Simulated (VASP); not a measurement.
Wanted: the native input for a VASP 6.6.1 run.

| Item | Value |
| --- | --- |
| Task | single point |
| Functional | r2SCAN |
| Potentials or basis | VASP PAW PBE potentials, release 64 (Li_sv, Cl) |
| Cutoff | 520 eV |
| k mesh | 8 × 8 × 8 |
| Occupations | gaussian, width 0.02 eV |
| Spin | no spin polarisation |
| Dipole correction | no |
| Further INCAR settings | ALGO = Normal; EDIFF = 1e-07; NBANDS = 12 |

LiCl:

```
Li Cl
1.0
     0.00000    2.60634    2.60634
     2.60634    0.00000    2.60634
     2.60634    2.60634    0.00000
Li Cl
1 1
Direct
  0.00000 0.00000 0.00000
  0.50000 0.50000 0.50000
```

This cell differs from its parent crystal: volume scaled by 1.06.

One way to write it, as run:

POSCAR

```
LiCl
1.0
    0.0000000000      2.6063368877      2.6063368877
    2.6063368877      0.0000000000      2.6063368877
    2.6063368877      2.6063368877      0.0000000000
Li Cl
1 1
Direct
    0.0000000000      0.0000000000      0.0000000000
    0.5000000000      0.5000000000      0.5000000000
```

INCAR.step1

```
SYSTEM = LiCl
  PREC = Accurate
  ENCUT = 520
  ISMEAR = 0
  SIGMA = 0.02
  LREAL = .FALSE.
  LASPH = .TRUE.
  NELM = 60
  NBANDS = 12
  GGA = PE
  ALGO = Normal
  EDIFF = 1E-4
  LWAVE = .TRUE.
  LCHARG = .FALSE.
```

INCAR.step2

```
SYSTEM = LiCl
  PREC = Accurate
  ENCUT = 520
  EDIFF = 1E-7
  ISMEAR = 0
  SIGMA = 0.02
  LREAL = .FALSE.
  LASPH = .TRUE.
  NELM = 60
  ALGO = Normal
  ISIF = 2
  LWAVE = .FALSE.
  LCHARG = .TRUE.
  METAGGA = R2SCAN
  LMIXTAU = .TRUE.
  LELF = .TRUE.
  LVHAR = .TRUE.
  NBANDS = 12
  ISTART = 1
```

KPOINTS

```
regular mesh
0
G
  8 8 8
  0 0 0
```

Potentials or basis: VASP PAW PBE potentials, release 64 (Li_sv, Cl).

The run is started by

```bash
$ cat potpaw_PBE.64/Li_sv/POTCAR potpaw_PBE.64/Cl/POTCAR > POTCAR
$ cp INCAR.step1 INCAR
$ mpirun -np 1 vasp_std > vasp.out
$ cp INCAR.step2 INCAR
$ mpirun -np 1 vasp_std > vasp.out
```

Results of the run:

| Property | Result |
| --- | --- |
| Band gap on the k mesh | 7.01 eV, direct |

Run time: 56 s on 1 thread of Intel Xeon 6975P-C, on a shared host, peak memory 0.16 GiB.
